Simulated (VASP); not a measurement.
SnS2:

```
Sn S
1.0
     3.63900    0.00000    0.00000
    -1.81950    3.15147    0.00000
     0.00000    0.00000    5.86800
Sn S
1 2
Direct
  0.00000 0.00000 0.00000
  0.33333 0.66667 0.25000
  0.66667 0.33333 0.75000
```

| Quantity | Value |
| --- | --- |
| Program | VASP 6.6.1 |
| Task | relaxation of cell and atoms |
| Functional | r2SCAN |
| Potentials or basis | VASP PAW PBE potentials, release 64 (Sn_d, S) |
| Cutoff | 550 eV |
| k mesh | 12 × 12 × 6 |
| Occupations | fermi-dirac, width 0.05 eV |
| Spin | no spin polarisation |

At the start: pressure 2.0 GPa; volume 22.43 Å³/atom.

Task: Where does the relaxation end?

Result: Over 13 steps the energy falls by 9.3 meV/atom and the volume is 24.31 Å³/atom (+8.4 %); space group P-3m1 (No. 164, to 0.1 Å) before and after.

Step by step:
```csv
step,energy change (eV),largest force (eV/Å),pressure (GPa),volume (Å³)
1,0.0000,0.0193,2.02,67.30
2,-0.0049,0.3673,-1.39,70.08
3,-0.0100,0.2269,-0.03,68.90
4,-0.0137,0.1440,0.01,69.22
5,-0.0158,0.0192,0.09,69.72
6,-0.0194,0.0167,0.08,70.13
7,-0.0254,0.0095,0.10,71.22
8,-0.0264,0.0080,0.35,73.35
9,-0.0275,0.0073,0.25,72.56
10,-0.0258,0.1083,-0.80,73.86
11,-0.0277,0.0216,-0.02,72.89
12,-0.0277,0.0176,0.02,72.94
13,-0.0278,0.0008,0.01,72.92
```

Final structure:
```
Sn S
1.0
     3.67242    0.00000    0.00000
    -1.83621    3.18041    0.00000
     0.00000    0.00000    6.24289
Sn S
1 2
Direct
  0.00000 0.00000 0.00000
  0.33333 0.66667 0.23416
  0.66667 0.33333 0.76584
```

Caveat: the PAW data sets were made with another functional, which shifts forces and pressure a little.
